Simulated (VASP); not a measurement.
Here is a VASP 6.6.1 calculation.

Contents of INCAR:

```
ALGO = Normal
EDIFF = 1E-7
ENCUT = 520
GGA = PE
ISIF = 2
ISMEAR = 0
LASPH = True
LCHARG = False
LREAL = Auto
LWAVE = False
NBANDS = 82
NELM = 80
PREC = Accurate
SIGMA = 0.05
```

The input KPOINTS:

```
k-points
0
Gamma
  1 1 6
```

File POSCAR:

```
Zn3H8O3
1.0
   16.5000000000      0.0000000000      0.0000000000
    0.0000000000     15.5000000000      0.0000000000
    0.0000000000      0.0000000000      5.2933196408
Zn O H
6 6 16
Direct
    0.4503106609      0.3473049906      0.4999697864
    0.3509319828      0.5305390019      0.4999697864
    0.5496893391      0.5305390019      0.4999697864
    0.4503106609      0.4694609981      0.9999697864
    0.6490680172      0.4694609981      0.9999697864
    0.5496893391      0.6526950094      0.9999697864
    0.4503106609      0.4694609981      0.3790402136
    0.6490680172      0.4694609981      0.3790402136
    0.5496893391      0.6526950094      0.3790402136
    0.4503106609      0.3473049906      0.8790402136
    0.3509319828      0.5305390019      0.8790402136
    0.5496893391      0.5305390019      0.8790402136
    0.3732419235      0.2999386468      0.4061882061
    0.5273793983      0.2999386468      0.4061882061
    0.2738632454      0.4831726581      0.4061882061
    0.3509319828      0.6252716895      0.4061882061
    0.6490680172      0.3747283105      0.9061882061
    0.7261367546      0.5168273419      0.9061882061
    0.4726206017      0.7000613532      0.9061882061
    0.6267580765      0.7000613532      0.9061882061
    0.6490680172      0.4101766711      0.4377293316
    0.6972981303      0.4991031616      0.4377293316
    0.5014592260      0.6823371730      0.4377293316
    0.5979194521      0.6823371730      0.4377293316
    0.4020805479      0.3176628270      0.9377293316
    0.4985407740      0.3176628270      0.9377293316
    0.3027018697      0.5008968384      0.9377293316
    0.3509319828      0.5898233289      0.9377293316
```

Potentials or basis: VASP PAW PBE potentials, release 64 (Zn, O, H).

Launch:

```console
$ cat potpaw_PBE.64/Zn/POTCAR potpaw_PBE.64/O/POTCAR potpaw_PBE.64/H/POTCAR > POTCAR
$ mpirun -np 1 vasp_std > vasp.out
```

(1) What does it give for the largest force?

(2) Estimate the band gap on the k mesh.

Answers

(1) 2.287 eV/Å.

(2) 1.52 eV, direct.
